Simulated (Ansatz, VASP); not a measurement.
## Two plane-wave programs on Bi2Se3

INCAR

```
SYSTEM = Bi2Se3
ALGO = Normal ; EDIFF = 1E-6
ENCUT = 500 ; GGA = PE
GGA_COMPAT = .FALSE. ; ISIF = 2
ISMEAR = 0 ; KPAR = 4
LASPH = .TRUE. ; LCHARG = .FALSE.
LREAL = .FALSE. ; LWAVE = .FALSE.
NBANDS = 32 ; NELM = 120
PREC = Accurate ; SIGMA = 0.03
```

File KPOINTS:

```
k-points
0
G
  12 12 12
  0 0 0
```

Contents of POSCAR:

```
Bi2Se3
1.0
    2.0714992968      1.1959806766      9.5453300000
   -2.0714992968      1.1959806766      9.5453300000
    0.0000000000     -2.3919613533      9.5453300000
Bi Se
2 3
Direct
    0.4115423476      0.3940038209      0.3940038209
    0.6099423476      0.5924038209      0.5924038209
    0.0000000000      0.0000000000      0.0000000000
    0.2117000000      0.2117000000      0.2117000000
    0.7883000000      0.7883000000      0.7883000000
```

Input for Ansatz:

```yaml
crystal:
  lattice:
    - [2.0714992968, 1.1959806766, 9.54533]
    - [-2.0714992968, 1.1959806766, 9.54533]
    - [0.0, -2.3919613533, 9.54533]
  atoms:
    - { symbol: Bi, position: [0.4115423476, 0.3940038209, 0.3940038209] }
    - { symbol: Bi, position: [0.6099423476, 0.5924038209, 0.5924038209] }
    - { symbol: Se, position: [0.0, 0.0, 0.0] }
    - { symbol: Se, position: [0.2117, 0.2117, 0.2117] }
    - { symbol: Se, position: [0.7883, 0.7883, 0.7883] }
basis:
  ecutwfc: 420
kpoints:
  mp_grid: { grid: [12, 12, 12] }
hamiltonian:
  xc: pbe
scf:
  occupations: { method: gaussian, width: 0.03 }
output:
  forces: true
  stress: true
  eigenvalues: true
```

Change from the starting cell: all Bi atoms moved -0.050 Å, as atom 1 towards its neighbour atom 5 (Se) at 2.851 Å.

Alike in both runs: task single point; functional PBE; k mesh 12 × 12 × 12; occupations gaussian, width 0.03 eV; no spin polarisation.

```csv
,VASP,Ansatz
version,VASP 6.6.1,Ansatz 0.2.0
potentials or method,"VASP PAW PBE potentials, release 64 (Bi_d, Se), cutoff 500 eV","scalar-relativistic, plane waves, PAW"
valence electrons in the cell,48,78
```

```csv
,VASP,Ansatz,Ansatz less VASP
gap on the k mesh at the Fermi level (eV),0.25,0.25,+0.001
least direct gap on the mesh (eV),0.25,0.25,+0.001
pressure (GPa),2.6,2.6,-0.03
"traceless stress, the component that is largest in VASP (GPa)",-0.06,-0.06,+0.001
rms of the force components (eV/Å),0.137,0.133,-0.0041
```

Atom by atom the forces differ by 0.006 eV/Å (rms over components). With one functional, cell and mesh, what is left measures potentials, basis and numerics. VASP's potentials hold 48 valence electrons a cell and Ansatz's 78, so a difference there can come from the potentials and not from the codes.

Spin-orbit coupling is off throughout.
